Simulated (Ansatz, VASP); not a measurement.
# Hg in VASP and in Ansatz

The input INCAR:

```
SYSTEM = Hg
  PREC = Accurate
  ENCUT = 520
  EDIFF = 1E-8
  ISMEAR = -1
  SIGMA = 0.03
  LREAL = .FALSE.
  LASPH = .TRUE.
  NELM = 100
  ALGO = Normal
  ISIF = 2
  LWAVE = .FALSE.
  LCHARG = .FALSE.
  GGA = PE
  LEFG = .TRUE.
  NBANDS = 12
```

KPOINTS

```
Automatic mesh
0
G
  12 12 12
  0 0 0
```

The input POSCAR:

```
Hg
1.0
    1.7414577458      1.0054310984      2.2487951332
   -1.7414577458      1.0054310984      2.2487951332
    0.0000000000     -2.0108621967      2.2487951332
Hg
1
Direct
    0.0000000000      0.0000000000      0.0000000000
```

Input for Ansatz:

```yaml
crystal:
  lattice:
    - [1.7414577458, 1.0054310984, 2.2487951332]
    - [-1.7414577458, 1.0054310984, 2.2487951332]
    - [0.0, -2.0108621967, 2.2487951332]
  atoms:
    - { symbol: Hg, position: [0.0, 0.0, 0.0] }
kpoints:
  mp_grid: { grid: [12, 12, 12] }
scf:
  occupations: { method: fermi_dirac, width: 0.03 }
hamiltonian:
  xc: pbe
  pseudopotentials: { kind: paw }
output:
  forces: true
  stress: true
  eigenvalues: true
  efg: { contact_densities: true }
```

Change from the starting cell: volume scaled by 1.02, PAW files.

Alike in both runs: task electric field gradients; functional PBE; k mesh 12 × 12 × 12; occupations fermi-dirac, width 0.03 eV; no spin polarisation.

|  | VASP | Ansatz |
| --- | --- | --- |
| version | VASP 6.6.1 | Ansatz 0.2.0 |
| potentials or method | VASP PAW PBE potentials, release 64 (Hg) | PAW with Ansatz's default frozen-core files, scalar-relativistic |
| plane-wave cutoff (eV) | 520 | 420 |
| valence electrons in the cell | 12 | 20 |

```csv
,VASP,Ansatz,Ansatz less VASP
pressure (GPa),5.5,5.1,-0.41
"traceless stress, the component that is largest in VASP (GPa)",0.44,0.28,-0.163
size of Vzz on the site where it differs most (V/Å²),140.0,117.6,-22.42
```

VASP's potentials hold 12 valence electrons a cell and Ansatz's 20, so a difference there can come from the potentials and not from the codes.

Neither program's run includes spin-orbit coupling.
